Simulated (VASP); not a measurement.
# CoO: single point with r2SCAN

The system is CoO.

```
Co O
1.0
     3.19765    0.00000    0.00000
    -1.59882    2.76924    0.00000
     0.00000    0.00000    5.22871
Co O
2 2
Direct
  0.00000 0.00000 0.00347
  0.33333 0.66667 0.50336
  0.00000 0.00000 0.37161
  0.33333 0.66667 0.87156
```

```json
{
  "Program": "VASP 6.6.1",
  "Task": "single point",
  "Functional": "r2SCAN",
  "Potentials or basis": "VASP PAW PBE potentials, release 64 (Co, O)",
  "Cutoff": "520 eV",
  "k mesh": "12 × 12 × 6",
  "Occupations": "gaussian, width 0.02 eV",
  "Spin": "no spin polarisation",
  "Dipole correction": "no",
  "Further INCAR settings": "ALGO = Normal; EDIFF = 1e-06; NBANDS = 23"
}
```

| Quantity | Value |
| --- | --- |
| Pressure | -20.0 GPa |
| Largest force | 0.095 eV/Å |
| Band gap on the k mesh | zero (bands 15 and 16 overlap by 1.39 eV) |

Forces in eV/Å, atoms in the order of the input:
```
Co   0.000  0.000 -0.095
Co   0.000  0.000 -0.093
O    0.000  0.000  0.093
O    0.000  0.000  0.095
```

Stress tensor (GPa, compression positive):
```
-22.46   0.00   0.00
  0.00 -22.46   0.00
  0.00   0.00 -15.20
```

Levels at points of the mesh, in eV from the Fermi level:
```csv
k point,band 12,band 13,band 14,band 15,band 16,band 17,band 18,band 19
"(0.00, 0.00, 0.00)",-1.16,-1.01,0.39,0.39,0.50,1.29,1.36,1.36
"(0.50, 0.00, 0.00)",-1.07,-0.99,-0.91,-0.44,-0.43,0.44,0.59,6.29
"(0.00, 0.00, 0.50)",-1.38,0.06,0.06,0.85,0.85,0.85,0.85,3.09
"(0.50, 0.00, 0.50)",-1.16,-1.01,-1.01,0.07,0.07,0.11,0.11,6.06
```

Run time: 7.5 min on 1 thread of Intel Xeon 8259CL (shared host), peak memory 0.24 GiB.

Caveat: the cell stands under tension; the PAW data sets were made with another functional, which shifts forces and pressure a little; the run has no spin polarisation, though such a crystal can be magnetic; semilocal functionals often make such compounds metallic where correlation or magnetic order opens a gap, which also shifts bond lengths. With open d or f shells a metallic result of r2SCAN can be an artefact of self-interaction; +U or a hybrid may open a gap.
